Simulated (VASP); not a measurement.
Crystal: Y.

```
Y
1.0
     3.65354    0.00000    0.00000
    -1.82677    3.16406    0.00000
     0.00000    0.00000    5.69886
Y
2
Direct
  0.33333 0.66667 0.25000
  0.66667 0.33333 0.75000
```

Base run:

| Property | Result |
| --- | --- |
| Program | VASP 6.6.1 |
| Functional | PBE |
| Potentials or basis | VASP PAW PBE potentials, release 64 (Y_sv) |
| Cutoff | 520 eV |
| k mesh | 10 × 10 × 6 |
| Occupations | fermi-dirac, width 0.1 eV |
| Spin | no spin polarisation |

Its results: band gap on the k mesh zero (bands 11 and 12 overlap by 1.45 eV); pressure -0.1 GPa.

Question: After a change of settings the same cell gave: band gap on the k mesh zero (bands 11 and 12 overlap by 1.35 eV); pressure 0.6 GPa. Which change was it?
A. k mesh from 10 × 10 × 6 to 3 × 3 × 2
B. k mesh from 10 × 10 × 6 to 4 × 4 × 2
C. occupations from fermi-dirac, width 0.1 eV to fermi-dirac, width 0.01 eV
D. k mesh from 10 × 10 × 6 to 2 × 2 × 1; further incar settings from ALGO = Normal; EDIFF = 1e-06; NBANDS = 18 to ALGO = Normal; EDIFF = 1e-07; NBANDS = 18

Answer: B.

Caveats: some runs use coarse meshes.
